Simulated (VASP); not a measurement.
Runs of VASP 6.6.1 on P. The structure is that of space group Pm-3m (No. 221), or close to it. The cells are those of the table. 

```csv
cell,gap on the mesh (eV),pressure (GPa)
"a = 4.145, b = 4.145, c = 4.312 Å, 1 atom",none,-4.7
"a = 4.209, b = 4.209, c = 4.247 Å, 1 atom",none,-4.5
"a = 4.209, b = 4.209, c = 4.312 Å, 1 atom",none,-4.4
"a = 4.145, b = 4.145, c = 4.247 Å, 1 atom",none,(a)
"a = 4.145, b = 4.145, c = 4.378 Å, 1 atom",none,-4.5
```

Alike in all rows: task single point; level r2SCAN; potentials or basis VASP PAW PBE potentials, release 64 (P); no spin polarisation; k mesh 12 × 12 × 12; cutoff (eV) 520; smearing gaussian 0.15 eV.

Task: Fill in the values left out.

Result: (a) -4.8.

Caveats: the cell stands under tension; the nearest neighbours stand farther apart than a usual bond; the PAW data sets were made with another functional, which shifts forces and pressure a little; an odd number of electrons without spin polarisation forces a metal; a magnetic or distorted state may lie lower.

A gap of «none» marks levels without a gap at the run's occupations.
